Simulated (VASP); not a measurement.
Input of a VASP 6.6.1 run:

Contents of INCAR:

```
SYSTEM = LiCl
ALGO = Normal
EDIFF = 1E-6
ENCUT = 520
GGA = PE
ISIF = 2
ISMEAR = 0
LASPH = .True.
LCHARG = .False.
LREAL = .False.
LWAVE = .False.
NBANDS = 12
NELM = 80
PREC = Accurate
SIGMA = 0.05
```

The input KPOINTS:

```
k-points
0
Gamma
  8 8 8
  0 0 0
```

The input POSCAR:

```
LiCl
1.0
    0.0000000000      2.5647600000      2.5647600000
    2.5904076000      0.0000000000      2.5647600000
    2.5904076000      2.5647600000      0.0000000000
Li Cl
1 1
Direct
    0.0000000000      0.0000000000      0.0000000000
    0.5000000000      0.5000000000      0.5000000000
```

Potentials or basis: VASP PAW PBE potentials, release 64 (Li_sv, Cl).

Run with:

```sh
$ cat potpaw_PBE.64/Li_sv/POTCAR potpaw_PBE.64/Cl/POTCAR > POTCAR
$ mpirun -np 1 vasp_std > vasp.out
```

Predict the band gap on the k mesh.

6.27 eV, direct.

Caveat: the cell differs from its parent crystal (strain +0.0100 x Voigt [1, 0, 0, 0, 0, 0]). A k mesh can miss the band edges.
